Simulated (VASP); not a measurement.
# WS2 (P6_3/mmc) in VASP: further runs, part 2 of 2

VASP 6.6.1. The steps go on from the part before.

### 3 Single point, r2SCAN

Contents of POSCAR:

```
WS2
1.0
    3.1816189179      0.0000000000      0.0000000000
   -1.5908094589      2.7553628080      0.0000000000
    0.0000000000      0.0000000000     13.0673806245
W S
2 4
Direct
    0.3333333333      0.6666666667      0.2500000000
    0.6666666667      0.3333333333      0.7500000000
    0.3333333333      0.6666666667      0.6306574740
    0.6666666667      0.3333333333      0.1306574740
    0.3333333333      0.6666666667      0.8693425260
    0.6666666667      0.3333333333      0.3693425260
```

Contents of INCAR.step1:

```
ALGO = Normal
EDIFF = 1E-4
ENCUT = 520
GGA = PE
ISMEAR = 0
LASPH = T
LCHARG = F
LREAL = F
LWAVE = T
NBANDS = 35
NELM = 80
PREC = Accurate
SIGMA = 0.02
```

Contents of INCAR.step2:

```
ALGO = Normal
EDIFF = 1E-7
ENCUT = 520
ISIF = 2
ISMEAR = 0
ISTART = 1
LASPH = T
LCHARG = F
LMIXTAU = T
LREAL = F
LWAVE = F
METAGGA = R2SCAN
NBANDS = 35
NELM = 80
PREC = Accurate
SIGMA = 0.02
```

Contents of KPOINTS:

```
k-points
0
Gamma
  12 12 2
```

Potentials or basis: VASP PAW PBE potentials, release 64 (W_sv, S).

The run is started by

```bash
$ cat potpaw_PBE.64/W_sv/POTCAR potpaw_PBE.64/S/POTCAR > POTCAR
$ cp INCAR.step1 INCAR
$ mpirun -np 1 vasp_std > vasp.out
$ cp INCAR.step2 INCAR
$ mpirun -np 1 vasp_std > vasp.out
```

OUTCAR:

```text
EDIFF = 1E-7
   ENCUT = 520
   ISIF = 2
   ISMEAR = 0
   ISTART = 1
   LASPH = T
   LREAL = F
   METAGGA = R2SCAN
   NELM = 80
   PREC = Accurate

 ion  position               nearest neighbor table
   1  0.333  0.667  0.250-   4 2.41   6 2.41   4 2.41   6 2.41   4 2.41   6 2.41
   2  0.667  0.333  0.750-   3 2.41   5 2.41   3 2.41   5 2.41   3 2.41   5 2.41
   3  0.333  0.667  0.631-   2 2.41   2 2.41   2 2.41
   4  0.667  0.333  0.131-   1 2.41   1 2.41   1 2.41
   5  0.333  0.667  0.869-   2 2.41   2 2.41   2 2.41
   6  0.667  0.333  0.369-   1 2.41   1 2.41   1 2.41

  LATTYP: Found a hexagonal cell.
 ALAT       =     3.1816189179
 C/A-ratio  =     4.1071482669

  Lattice vectors:

 A1 = (   3.1816189179,   0.0000000000,   0.0000000000)
 A2 = (  -1.5908094589,   2.7553628080,   0.0000000000)
 A3 = (   0.0000000000,   0.0000000000,  13.0673806245)

Analysis of symmetry for initial positions (statically):
=====================================================================
 Subroutine PRICEL returns:
 Original cell was already a primitive cell.

 Routine SETGRP: Setting up the symmetry group for a
 hexagonal supercell.

 Subroutine GETGRP returns: Found 24 space group operations
 (whereof 12 operations were pure point group operations)
 out of a pool of 24 trial point group operations.

The static configuration has the point symmetry D_3d.
 The point group associated with its full space group is D_6h.

Analysis of symmetry for dynamics (positions and initial velocities):
=====================================================================
 Subroutine PRICEL returns:
 Original cell was already a primitive cell.

 Routine SETGRP: Setting up the symmetry group for a
 hexagonal supercell.

 Subroutine GETGRP returns: Found 24 space group operations
 (whereof 12 operations were pure point group operations)
 out of a pool of 24 trial point group operations.

The dynamic configuration has the point symmetry D_3d.
 The point group associated with its full space group is D_6h.

 Subroutine INISYM returns: Found 24 space group operations
 (whereof 12 operations are pure point group operations),
 and found     1 'primitive' translations

----------------------------------------------------------------------------------------

                                     Primitive cell

  volume of cell :     114.5554

  direct lattice vectors                    reciprocal lattice vectors
     3.181618918  0.000000000  0.000000000     0.314305398  0.181464306  0.000000000
    -1.590809459  2.755362808  0.000000000     0.000000000  0.362928612  0.000000000
     0.000000000  0.000000000 13.067380625     0.000000000  0.000000000  0.076526431

  length of vectors
     3.181618918  3.181618918 13.067380625     0.362928612  0.362928612  0.076526431

  position of ions in fractional coordinates (direct lattice)
     0.333333333  0.666666667  0.250000000
     0.666666667  0.333333333  0.750000000
     0.333333333  0.666666667  0.630657474
     0.666666667  0.333333333  0.130657474
     0.333333333  0.666666667  0.869342526
     0.666666667  0.333333333  0.369342526

  ion indices of the primitive-cell ions
[... 27 lines left out ...]
     0.000000000  0.000000000  0.000000000

 Subroutine IBZKPT returns following result:
 ===========================================

 Found     38 irreducible k-points:

 Following reciprocal coordinates:
            Coordinates               Weight
  0.000000  0.000000  0.000000      1.000000
  0.083333 -0.000000  0.000000      6.000000
  0.166667  0.000000  0.000000      6.000000
  0.250000 -0.000000  0.000000      6.000000
  0.333333 -0.000000  0.000000      6.000000
  0.416667 -0.000000  0.000000      6.000000
[... 16 lines left out ...]
  0.250000 -0.000000  0.500000      6.000000
  0.333333 -0.000000  0.500000      6.000000
 [... further k-points ...]
   k-points           NKPTS =     38   k-points in BZ     NKDIM =     38   number of bands    NBANDS=     35
   number of dos      NEDOS =    301   number of ions     NIONS =      6
   total plane-waves  NPLWV =  56448
   dimension x,y,z NGX =    24 NGY =   24 NGZ =   98
   dimension x,y,z NGXF=    48 NGYF=   48 NGZF=  196
   ions per type =               2   4
   NGX,Y,Z   is equivalent  to a cutoff of  12.54, 12.54, 12.47 a.u.
   NGXF,Y,Z  is equivalent  to a cutoff of  25.08, 25.08, 24.94 a.u.
 SYSTEM =  unknown system
   PREC   = accura    normal or accurate (medium, high low for compatibility)
   ISTART =      1    job   : 0-new  1-cont  2-samecut
   ICHARG =      0    charge: 1-file 2-atom 10-const
   ISPIN  =      1    spin polarized calculation?
   LNONCOLLINEAR =      F non collinear calculations
   LSORBIT =      F    spin-orbit coupling
   LASPH  =      T    aspherical Exc in radial PAW
   ENCUT  =  520.0 eV  38.22 Ry    6.18 a.u.   5.92  5.92 24.30*2*pi/ulx,y,z
   NELM   =     80;   NELMIN=  2; NELMDL=  0     # of ELM steps
   EDIFF  = 0.1E-06   stopping-criterion for ELM
   LREAL  =      F    real-space projection
   EDIFFG = 0.1E-05   stopping-criterion for IOM
   NSW    =      0    number of steps for IOM
   IBRION =     -1    ionic relax: 0-MD 1-quasi-New 2-CG
   NFREE  =      0    steps in history (QN), initial steepest desc. (CG)
   ISIF   =      2    stress and relaxation
   ISYM   =      2    0-nonsym 1-usesym 2-fastsym
   POTIM  = 0.5000    time-step for ionic-motion
   TEBEG  =    0.0;   TEEND  =   0.0 temperature during run
   PSTRESS=    0.0 pullay stress
   NELECT =      52.0000    total number of electrons
   NUPDOWN=      -1.0000    fix difference up-down
   EMIN   =  10.00;   EMAX   =-10.00  energy-range for DOS
   EFERMI =   0.00;   METHOD = LEGACY
   ISMEAR =     0;   SIGMA  =   0.02  broadening in eV -4-tet -1-fermi 0-gaus
   EFERMI_NEDOS =   21; number of points for ismear=-14 and -15
   IALGO  =     38    algorithm
   IMIX   =      4    mixing-type and parameters
     AMIX     =   0.40;   BMIX     =  1.00
     AMIX_MAG =   1.60;   BMIX_MAG =  1.00
  volume/ion in A,a.u.               =      19.09       128.84
  Fermi-wavevector in a.u.,A,eV,Ry     =   1.258165  2.377586 21.537724  1.582978
  Thomas-Fermi vector in A             =   2.391788
   LORBIT       =      0    0 simple, 1 ext, 2 COOP (PROOUT), +10 PAW based schemes
   METAGGA = R2SCAN    functional components
   LHFCALC =     F    Hartree Fock is set to
   AEXX    =    0.0000 exact exchange contribution
   IVDW    =     0    specifies the selected vdW correction
   LEPSILON=     F    determine dielectric tensor
   LRPA    =     F    only Hartree local field effects (RPA)
 non-spin polarized calculation
 Gauss-broadening in eV      SIGMA  =   0.02
  energy-cutoff  :      520.00
  volume of cell :      114.56
 maximum number of plane-waves:      3117
 NGX is ok and might be reduce to    24
   NGX = 11   NGY = 11   NGZ = 49

 number of electron      52.0000000 magnetization

 Free energy of the ion-electron system (eV)
  ---------------------------------------------------
  ext. energy  EPLUGINS =         0.00000000
  ---------------------------------------------------
  free energy    TOTEN  =      -140.16634205 eV

  energy without entropy =     -140.16634205  energy(sigma->0) =     -140.16634205

 E-fermi :   6.4438     XC(G=0): -11.1306

 val. band max:        6.3042221041   @ k =   0.0000   0.0000   0.0000
 cond. band min:       7.6844505436   @ k =   0.1667   0.1667   0.0000
 fundamental gap:      1.3802284396
 Fermi energy:         6.4438165734

 k-point     1 :       0.0000    0.0000    0.0000
  band No.  band energies     occupation
      1     -70.1818      2.00000
      2     -70.1817      2.00000
      3     -33.7697      2.00000
      4     -33.7697      2.00000
      5     -33.6157      2.00000
      6     -33.6157      2.00000
[... 901 lines left out ...]
     34      10.5093      0.00000
     35      12.9040      0.00000

 [... further k-points ...]
[... 5 lines left out ...]
  --------------------------------------------------------------------------------------
  -------------------------------------------------------------------------------------
  Total        0.1446207      0.1446207      0.0856369      0.0000000      0.0000000      0.0000000
  in kB        2.0226730      2.0226730      1.1977221      0.0000000      0.0000000      0.0000000
  external PRESSURE =       1.7476894 kB  Pullay stress =       0.0000000 kB

 VOLUME and BASIS-vectors are now :
 -----------------------------------------------------------------------------
  energy-cutoff  :      520.00
  volume of cell :      114.56
      direct lattice vectors                 reciprocal lattice vectors
     3.181618918  0.000000000  0.000000000     0.314305398  0.181464306  0.000000000
    -1.590809459  2.755362808  0.000000000     0.000000000  0.362928612  0.000000000
     0.000000000  0.000000000 13.067380625     0.000000000  0.000000000  0.076526431

 POSITION                                       TOTAL-FORCE (eV/Angst)
 -----------------------------------------------------------------------------------
     -0.00000      1.83691      3.26685        -0.000000      0.000000      0.000000
      1.59081      0.91845      9.80054         0.000000      0.000000      0.000000
     -0.00000      1.83691      8.24104         0.000000      0.000000     -0.021151
      1.59081      0.91845      1.70735         0.000000     -0.000000     -0.021151
     -0.00000      1.83691     11.36003         0.000000     -0.000000      0.021151
      1.59081      0.91845      4.82634        -0.000000      0.000000      0.021151
 -----------------------------------------------------------------------------------
    total drift:                               -0.000000      0.000000     -0.000000

  FREE ENERGIE OF THE ION-ELECTRON SYSTEM (eV)
  ---------------------------------------------------
  free  energy   TOTEN  =      -140.1663420513 eV

  energy  without entropy=     -140.1663420513  energy(sigma->0) =     -140.16634205
```

Run time: 5.1 min. Hardware: 1 thread of Intel Xeon 6975P-C, shared host; peak memory 0.31 GiB.

Results:

```
Free energy            : -140.1663 eV
Pressure               : 0.2 GPa
Largest force          : 0.021 eV/Å
Band gap on the k mesh : 1.38 eV, indirect (least direct gap 1.88 eV)
```

Forces on the atoms (eV/Å):
```
W    0.000  0.000  0.000
W    0.000  0.000  0.000
S    0.000  0.000 -0.021
S    0.000  0.000 -0.021
S    0.000  0.000  0.021
S    0.000  0.000  0.021
```

Stress tensor (GPa, compression positive):
```
0.20 0.00 0.00
0.00 0.20 0.00
0.00 0.00 0.12
```

Levels at points of the mesh, in eV from the valence-band top:
```
           k point  band 24  band 25  band 26  band 27  band 28  band 29
(0.00, 0.00, 0.00)    -1.89    -0.91     0.00     2.55     2.55     2.56
(0.50, 0.00, 0.00)    -1.91    -1.56    -1.47     2.47     2.50     2.86
(0.00, 0.00, 0.50)    -2.30    -0.31    -0.31     2.55     2.55     2.55
(0.50, 0.00, 0.50)    -1.95    -1.51    -1.51     2.48     2.48     2.95
```

Caveat: the PAW data sets were made with another functional, which shifts forces and pressure a little; spin-orbit coupling is left out, which moves the levels of the heavy elements.

### 4 Single point, r2SCAN (strain along c alone, the other axes held: +2.0 %, then relaxed in part)

Contents of POSCAR:

```
WS2
1.0
    3.1816189179      0.0000000000      0.0000000000
   -1.5908094589      2.7553628080      0.0000000000
    0.0000000000      0.0000000000     13.3287282370
W S
2 4
Direct
    0.3333333333      0.6666666667      0.2500000000
    0.6666666667      0.3333333333      0.7500000000
    0.3333333333      0.6666666667      0.6329793475
    0.6666666667      0.3333333333      0.1329793475
    0.3333333333      0.6666666667      0.8670206525
    0.6666666667      0.3333333333      0.3670206525
```

Contents of INCAR.step1:

```
SYSTEM = WS2
PREC = Accurate
ENCUT = 520
ISMEAR = 0
SIGMA = 0.02
LREAL = .FALSE.
LASPH = .TRUE.
NELM = 60
NBANDS = 35
GGA = PE
ALGO = Normal
EDIFF = 1E-4
LWAVE = .TRUE.
LCHARG = .FALSE.
```

Contents of INCAR.step2:

```
SYSTEM = WS2
PREC = Accurate
ENCUT = 520
EDIFF = 1E-7
ISMEAR = 0
SIGMA = 0.02
LREAL = .FALSE.
LASPH = .TRUE.
NELM = 60
ALGO = Normal
ISIF = 2
LWAVE = .FALSE.
LCHARG = .TRUE.
METAGGA = R2SCAN
LMIXTAU = .TRUE.
LELF = .TRUE.
LVHAR = .TRUE.
NBANDS = 35
ISTART = 1
```

Contents of KPOINTS:

```
regular mesh
0
G
  12 12 2
  0 0 0
```

The run is started by

```bash
$ cat potpaw_PBE.64/W_sv/POTCAR potpaw_PBE.64/S/POTCAR > POTCAR
$ cp INCAR.step1 INCAR
$ mpirun -np 1 vasp_std > vasp.out
$ cp INCAR.step2 INCAR
$ mpirun -np 1 vasp_std > vasp.out
```

Run time: 5.2 min. Hardware: 1 thread of Intel Xeon 6975P-C, shared host; peak memory 0.32 GiB.

It converged, with:

- Free energy: -140.1641 eV
- Pressure: 0.1 GPa
- Largest force: 0.028 eV/Å
- Band gap on the k mesh: 1.45 eV, indirect (least direct gap 1.89 eV)

Forces on the atoms (eV/Å):
```
W    0.000  0.000  0.000
W    0.000  0.000  0.000
S    0.000  0.000 -0.028
S    0.000  0.000 -0.028
S    0.000  0.000  0.028
S    0.000  0.000  0.028
```

Stress tensor (GPa, compression positive):
```
 0.15  0.00  0.00
 0.00  0.15  0.00
 0.00  0.00 -0.12
```

Levels at points of the mesh, in eV from the valence-band top:
| k point | band 24 | band 25 | band 26 | band 27 | band 28 | band 29 |
| --- | --- | --- | --- | --- | --- | --- |
| (0.00, 0.00, 0.00) | -1.95 | -0.82 | 0.00 | 2.61 | 2.61 | 2.62 |
| (0.50, 0.00, 0.00) | -1.86 | -1.49 | -1.41 | 2.54 | 2.55 | 2.93 |
| (0.00, 0.00, 0.50) | -2.24 | -0.29 | -0.29 | 2.61 | 2.61 | 2.61 |
| (0.50, 0.00, 0.50) | -1.89 | -1.45 | -1.45 | 2.54 | 2.54 | 3.01 |

Caveat: the cell differs from its parent crystal (strain along c alone, the other axes held: +2.0 %, then relaxed in part); the PAW data sets were made with another functional, which shifts forces and pressure a little; spin-orbit coupling is left out, which moves the levels of the heavy elements.

### 5 Single point, r2SCAN

This run uses another cell than the first one, of 19.47 Å³/atom, 1.020 times its volume.

POSCAR is that of step 4.

Contents of INCAR.step1:

```
PREC = Accurate
ENCUT = 520
ISMEAR = 0
SIGMA = 0.02
LREAL = F
LASPH = T
NELM = 100
NBANDS = 35
GGA = PE
ALGO = Normal
EDIFF = 1E-4
LWAVE = T
LCHARG = F
```

Contents of INCAR.step2:

```
PREC = Accurate
ENCUT = 520
EDIFF = 1E-6
ISMEAR = 0
SIGMA = 0.02
LREAL = F
LASPH = T
NELM = 100
ALGO = Normal
ISIF = 2
LWAVE = F
LCHARG = F
METAGGA = R2SCAN
LMIXTAU = T
NBANDS = 35
ISTART = 1
```

Contents of KPOINTS:

```
Automatic mesh
0
Gamma
  12 12 2
```

The run is started by

```bash
$ cat potpaw_PBE.64/W_sv/POTCAR potpaw_PBE.64/S/POTCAR > POTCAR
$ cp INCAR.step1 INCAR
$ mpirun -np 1 vasp_std > vasp.out
$ cp INCAR.step2 INCAR
$ mpirun -np 1 vasp_std > vasp.out
```

It took 5.4 min on 1 thread of Intel Xeon 6975P-C, shared host; peak memory 0.32 GiB.

Results (log left out):

| Property | Result |
| --- | --- |
| Free energy | -140.1641 eV |
| Pressure | 0.1 GPa |
| Largest force | 0.028 eV/Å |
| Band gap on the k mesh | 1.45 eV, indirect (least direct gap 1.89 eV) |

Forces in eV/Å, atoms in the order of the input:
```
W    0.000  0.000  0.000
W    0.000  0.000  0.000
S    0.000  0.000 -0.028
S    0.000  0.000 -0.028
S    0.000  0.000  0.028
S    0.000  0.000  0.028
```

Stress tensor (GPa, compression positive):
```
 0.15  0.00  0.00
 0.00  0.15  0.00
 0.00  0.00 -0.12
```

Levels at points of the mesh, in eV from the valence-band top:
| k point | band 22 | band 23 | band 24 | band 25 | band 26 | band 27 | band 28 | band 29 | band 30 | band 31 |
| --- | --- | --- | --- | --- | --- | --- | --- | --- | --- | --- |
| (0.00, 0.00, 0.00) | -2.23 | -2.23 | -1.95 | -0.82 | 0.00 | 2.61 | 2.61 | 2.62 | 2.62 | 2.74 |
| (0.50, 0.00, 0.00) | -2.71 | -1.92 | -1.86 | -1.49 | -1.41 | 2.54 | 2.55 | 2.93 | 3.07 | 3.70 |
| (0.00, 0.00, 0.50) | -2.24 | -2.24 | -2.24 | -0.29 | -0.29 | 2.61 | 2.61 | 2.61 | 2.61 | 2.77 |
| (0.50, 0.00, 0.50) | -2.74 | -1.89 | -1.89 | -1.45 | -1.45 | 2.54 | 2.54 | 3.01 | 3.01 | 3.92 |

Caveat: the PAW data sets were made with another functional, which shifts forces and pressure a little; spin-orbit coupling is left out, which moves the levels of the heavy elements. r2SCAN opens gaps a little over a GGA but as a rule still falls short of measured ones.
